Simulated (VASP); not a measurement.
Here is a VASP 6.6.1 calculation.

File POSCAR:

```
Ru
1.0
   -1.5050725061      1.5050725061      1.5050725061
    1.5050725061     -1.5050725061      1.5050725061
    1.5050725061      1.5050725061     -1.5050725061
Ru
1
Direct
    0.0000000000      0.0000000000      0.0000000000
```

The input INCAR.step1:

```
SYSTEM = Ru
  PREC = Accurate
  ENCUT = 520
  ISMEAR = 0
  SIGMA = 0.05
  LREAL = .FALSE.
  LASPH = .TRUE.
  NELM = 100
  NBANDS = 13
  GGA = PE
  ALGO = Normal
  EDIFF = 1E-4
  LWAVE = .TRUE.
  LCHARG = .FALSE.
```

File INCAR.step2:

```
SYSTEM = Ru
  PREC = Accurate
  ENCUT = 520
  EDIFF = 1E-6
  ISMEAR = 0
  SIGMA = 0.05
  LREAL = .FALSE.
  LASPH = .TRUE.
  NELM = 100
  ALGO = Normal
  ISIF = 2
  LWAVE = .FALSE.
  LCHARG = .FALSE.
  METAGGA = R2SCAN
  LMIXTAU = .TRUE.
  NBANDS = 13
  ISTART = 1
```

The input KPOINTS:

```
Automatic mesh
0
G
  20 20 20
  0 0 0
```

Potentials or basis: VASP PAW PBE potentials, release 64 (Ru_pv).

Command:

```console
$ cat potpaw_PBE.64/Ru_pv/POTCAR > POTCAR
$ cp INCAR.step1 INCAR
$ mpirun -np 1 vasp_std > vasp.out
$ cp INCAR.step2 INCAR
$ mpirun -np 1 vasp_std > vasp.out
```

Q: What does it give for the pressure?

A: 8.3 GPa.

Q: Estimate the band gap on the k mesh.

A: Zero (band 7 reaches 14.73 eV, above the bottom of band 8 at 10.94 eV).

Caveat: the PAW data sets were made with another functional, which shifts forces and pressure a little.
